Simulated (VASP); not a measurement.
Here is a VASP 6.6.1 calculation.

Contents of INCAR:

```
SYSTEM = Sr
PREC     = Accurate       ! precision mode
ENCUT    = 500            ! plane-wave cutoff, eV
EDIFF    = 1E-6           ! SCF threshold, eV
ISMEAR   = -1             ! smearing method
SIGMA    = 0.05           ! smearing width, eV
LREAL    = .False.        ! projectors in reciprocal space
LASPH    = .True.         ! aspherical terms in the spheres
NELM     = 120            ! most SCF steps
ALGO     = Normal         ! electronic algorithm
ISIF     = 2              ! what is computed and relaxed
LWAVE    = .False.        ! write WAVECAR
LCHARG   = .False.        ! write CHGCAR
GGA      = PE             ! functional
NBANDS   = 11             ! bands
GGA_COMPAT= .False.
```

File KPOINTS:

```
regular mesh
0
Gamma
  7 7 7
  0 0 0
```

File POSCAR:

```
Sr
1.0
    0.0000000000      2.9154352404      2.9154352404
    2.9154352404      0.0000000000      2.9154352404
    2.9154352404      2.9154352404      0.0000000000
Sr
1
Direct
    0.0000000000      0.0000000000      0.0000000000
```

Potentials or basis: VASP PAW PBE potentials, release 64 (Sr_sv).

Run with:

```bash
$ cat potpaw_PBE.64/Sr_sv/POTCAR > POTCAR
$ mpirun -np 1 vasp_std > vasp.out
```

Predict the pressure.

1.4 GPa.

Predict the band gap on the k mesh.

0.11 eV, indirect (least direct gap 0.32 eV).

A k mesh can miss the band edges.
